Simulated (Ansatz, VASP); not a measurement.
## Two plane-wave programs on CaZr

```xyz
2
Lattice="3.3170 0.0000 0.0000 -1.6585 2.8726 0.0000 0.0000 0.0000 5.9402" Properties=species:S:1:pos:R:3 pbc="T T T"
Ca    1.6585    0.9575    0.0000
Zr    0.0000    0.0000    2.9701
```

Alike in both runs: functional PBE; k mesh 18 × 18 × 10; occupations gaussian, width 0.1 eV; no spin polarisation.

Ansatz relaxed the structure, and its values are those at the end. VASP's run is a single point on that final structure, the one shown.

|  | VASP | Ansatz |
| --- | --- | --- |
| version | VASP 6.6.1 | Ansatz 0.2.0 |
| potentials or method | VASP PAW PBE potentials, release 64 (Ca_sv, Zr_sv), cutoff 520 eV | scalar-relativistic, plane waves, PAW |
| valence electrons in the cell | 22 | 22 |

```csv
,VASP,Ansatz,Ansatz less VASP
gap on the k mesh at the Fermi level (eV),none,none,-
pressure (GPa),-0.1,0.0,+0.06
```

A gap of «none» marks a metal or a gap that the smearing closes.
